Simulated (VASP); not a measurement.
Write the native input for VASP 6.6.1 that does the following.

* Task: single point
* Functional: PBE
* Potentials or basis: VASP PAW PBE potentials, release 64 (Al, H)
* Cutoff: 520 eV
* k mesh: 5 × 3 × 1
* Occupations: gaussian, width 0.1 eV
* Spin: no spin polarisation
* Dipole correction: yes
* Further INCAR settings: LREAL = Auto; ALGO = Normal; EDIFF = 1e-07; NBANDS = 44

The structure of Al9H lies in POSCAR:

```
Al9H
1.0
    5.7070863106      0.0000000000      0.0000000000
   -1.4267715776      9.7014842380      0.0000000000
    0.0000000000      0.0000000000     22.7903703519
Al H
18 2
Direct
    0.2662216041      0.0648864163      0.1755127248
    0.7662216041      0.0648864163      0.1755127248
    0.3354806058      0.3419224231      0.2192029854
    0.8354806058      0.3419224231      0.2192029854
    0.1493324061      0.5973296244      0.2279410375
    0.6493324061      0.5973296244      0.2279410375
    0.4631842064      0.8527368258      0.2366790896
    0.9631842065      0.8527368258      0.2366790896
    0.0319772093      0.1277109169      0.2808262502
    0.5319772093      0.1277109169      0.2808262502
    0.0997917601      0.4042231294      0.3301071124
    0.5997917601      0.4042231294      0.3301071124
    0.4144000537      0.6596656514      0.3369822081
    0.9144000537      0.6596656514      0.3369822081
    0.2263076916      0.9110819252      0.3449259130
    0.7263076916      0.9110819252      0.3449259130
    0.2962427243      0.1814072004      0.3857054631
    0.7962427243      0.1814072004      0.3857054631
    0.6062643800      0.2895085324      0.4054506447
    0.6062643800      0.5597556849      0.4054506447
```

These files were run (other wordings do the same):

INCAR

```
SYSTEM = Al9H
ALGO = Normal
DIPOL = 0.5 0.5 0.294
EDIFF = 1E-7
ENCUT = 520
GGA = PE
IDIPOL = 3
ISIF = 2
ISMEAR = 0
LASPH = .TRUE.
LCHARG = .TRUE.
LDIPOL = .TRUE.
LELF = .TRUE.
LREAL = Auto
LVACPOTAV = .TRUE.
LVHAR = .TRUE.
LWAVE = .FALSE.
NBANDS = 44
NELM = 60
PREC = Accurate
SIGMA = 0.1
```

KPOINTS

```
k-points
0
G
  5 3 1
  0 0 0
```

Potentials or basis: VASP PAW PBE potentials, release 64 (Al, H).

Command:

```sh
$ cat potpaw_PBE.64/Al/POTCAR potpaw_PBE.64/H/POTCAR > POTCAR
$ mpirun -np 1 vasp_std > vasp.out
```

It gave:

- Largest force: 1.254 eV/Å
- Band gap on the k mesh: zero (band 28 reaches -1.09 eV, above the bottom of band 29 at -1.59 eV)

Run time: 23 min on 1 thread of Intel(R) Xeon(R) 6975P-C (Granite Rapids), with other jobs on the host, peak memory 1.2 GiB.
